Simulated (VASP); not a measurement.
Here is a VASP 6.6.1 calculation.

INCAR

```
  PREC = Accurate
  ENCUT = 600
  EDIFF = 1E-6
  ISMEAR = -1
  SIGMA = 0.1
  LREAL = F
  LASPH = T
  NELM = 120
  ALGO = Normal
  ISIF = 2
  LWAVE = F
  LCHARG = F
  GGA = PS
  NBANDS = 12
  GGA_COMPAT = F
```

The input KPOINTS:

```
Automatic mesh
0
Gamma
  12 12 11
```

File POSCAR:

```
N
1.0
    2.5194737886      0.0000000000      0.0000000000
   -1.2597368943      2.1819283051      0.0000000000
    0.0000000000      0.0000000000      2.4460020000
N
2
Direct
    0.3333333333      0.6666666667      0.7500000000
    0.6666666667      0.3333333333      0.2500000000
```

Potentials or basis: VASP PAW PBE potentials, release 64 (N).

Launch:

```console
$ cat potpaw_PBE.64/N/POTCAR > POTCAR
$ mpirun -np 1 vasp_std > vasp.out
```

(1) Predict the pressure.

(2) What does it give for the band gap on the k mesh?

Results:

(1) -1.1 GPa.

(2) zero (band 5 reaches 8.17 eV, above the bottom of band 6 at 3.96 eV).

Caveat: the PAW data sets were made with another functional, which shifts forces and pressure a little.
